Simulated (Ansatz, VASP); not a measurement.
# One calculation of V, two programs

File POSCAR:

```
V
1.0
    0.0000000000      1.9003685517      1.9003685517
    3.8007371034      1.9003685517      1.9003685517
    3.8007371034      3.8007371034      0.0000000000
V
2
Direct
    0.0000000000      0.0000000000      0.0000000000
    0.0000000000      0.0000000000      0.5000000000
```

Contents of INCAR.step1:

```
SYSTEM = V
PREC = Accurate
ENCUT = 520
ISMEAR = 0
SIGMA = 0.05
LREAL = .False.
LASPH = .True.
NELM = 150
ISPIN = 2
MAGMOM = 1 -1
LMAXMIX = 4
NBANDS = 24
GGA = PE
ALGO = Normal
EDIFF = 1E-4
LWAVE = .True.
LCHARG = .False.
```

INCAR.step2

```
SYSTEM = V
PREC = Accurate
ENCUT = 520
EDIFF = 1E-6
ISMEAR = 0
SIGMA = 0.05
LREAL = .False.
LASPH = .True.
NELM = 150
ALGO = Normal
ISIF = 2
LWAVE = .False.
LCHARG = .False.
ISPIN = 2
MAGMOM = 1 -1
LORBIT = 11
LMAXMIX = 4
METAGGA = R2SCAN
LMIXTAU = .True.
NBANDS = 24
ISTART = 1
```

The input KPOINTS:

```
Automatic mesh
0
Gamma
  18 18 9
  0 0 0
```

Input for Ansatz:

```yaml
crystal:
  lattice:
    - [0.0, 1.9003685517, 1.9003685517]
    - [3.8007371034, 1.9003685517, 1.9003685517]
    - [3.8007371034, 3.8007371034, 0.0]
  atoms:
    - { symbol: V, position: [0.0, 0.0, 0.0], spin: 1.0 }
    - { symbol: V, position: [0.0, 0.0, 0.5], spin: -1.0 }
basis:
  ecutwfc: 500
  ecutrho_ratio: 4
kpoints:
  mp_grid: { grid: [18, 18, 9] }
hamiltonian:
  xc: r2scan
scf:
  occupations: { method: gaussian, width: 0.05 }
output:
  forces: true
  stress: true
  eigenvalues: true
  populations: true
magnetization:
  spin_polarized: true
```

Alike in both runs: task single point; functional r2SCAN; k mesh 18 × 18 × 9; occupations gaussian, width 0.05 eV; collinear spin.

|  | VASP | Ansatz |
| --- | --- | --- |
| version | VASP 6.6.1 | Ansatz 0.2.0 |
| potentials or method | VASP PAW PBE potentials, release 64 (V_sv), cutoff 520 eV | scalar-relativistic, plane waves, PAW |
| valence electrons in the cell | 26 | 26 |

```tsv
	VASP	Ansatz	Ansatz less VASP
pressure (GPa)	0.5	0.0	-0.53
net moment per atom (μB)	0.00	0.00	0.000
```

VASP's potentials were made for PBE, not for r2SCAN. With one functional, cell and mesh, what is left measures potentials, basis and numerics. Ansatz's warnings: seeded moment not kept.
